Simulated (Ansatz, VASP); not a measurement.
# BaCr in VASP and in Ansatz

File INCAR:

```
  PREC = Accurate
  ENCUT = 520
  EDIFF = 1E-7
  ISMEAR = 0
  SIGMA = 0.1
  LREAL = F
  LASPH = T
  NELM = 150
  ALGO = Normal
  ISIF = 2
  LWAVE = F
  LCHARG = T
  ISPIN = 2
  MAGMOM = 0 3
  LORBIT = 11
  LMAXMIX = 4
  GGA = PE
  LELF = T
  LVHAR = T
  NBANDS = 22
```

Contents of KPOINTS:

```
Automatic mesh
0
Gamma
  6 6 6
```

File POSCAR:

```
BaCr
1.0
    3.7013579026      0.0000000000      0.0000000000
    0.0000000000      3.7013579026      0.0000000000
    0.0000000000      0.0000000000      3.7013579026
Ba Cr
1 1
Direct
    0.0000000000      0.0000000000      0.0000000000
    0.5000000000      0.5000000000      0.5000000000
```

Input for Ansatz:

```yaml
crystal:
  lattice:
    - [3.7013579026, 0.0, 0.0]
    - [0.0, 3.7013579026, 0.0]
    - [0.0, 0.0, 3.7013579026]
  atoms:
    - { symbol: Ba, position: [0.0, 0.0, 0.0] }
    - { symbol: Cr, position: [0.5, 0.5, 0.5], spin: 3.0 }
basis:
  ecutwfc: 420
kpoints:
  mp_grid: { grid: [6, 6, 6] }
hamiltonian:
  xc: pbe
scf:
  occupations: { method: gaussian, width: 0.1 }
  lower_state_search: "off"
output:
  forces: true
  stress: true
  eigenvalues: true
  populations: true
magnetization:
  spin_polarized: true
```

Alike in both runs: task single point; functional PBE; k mesh 6 × 6 × 6; occupations gaussian, width 0.1 eV; collinear spin.

|  | VASP | Ansatz |
| --- | --- | --- |
| version | VASP 6.6.1 | Ansatz 0.2.0 |
| potentials or method | VASP PAW PBE potentials, release 64 (Ba_sv, Cr_pv), cutoff 520 eV | scalar-relativistic, plane waves, PAW |
| valence electrons in the cell | 22 | 24 |

|  | VASP | Ansatz | Ansatz less VASP |
| --- | --- | --- | --- |
| gap on the k mesh at the Fermi level (eV) | none | none | - |
| pressure (GPa) | 12.2 | 10.7 | -1.50 |
| net moment per atom (μB) | 2.19 | 2.18 | -0.013 |
| size of the moment on the site where the two differ most (μB) | 3.79 | 3.97 | +0.173 |

Site moments also hang on the region over which each program counts them. A gap of «none» marks a metal or a gap that the smearing closes. VASP's potentials hold 22 valence electrons a cell and Ansatz's 24, so a difference there can come from the potentials and not from the codes.

Spin-orbit coupling is off throughout.
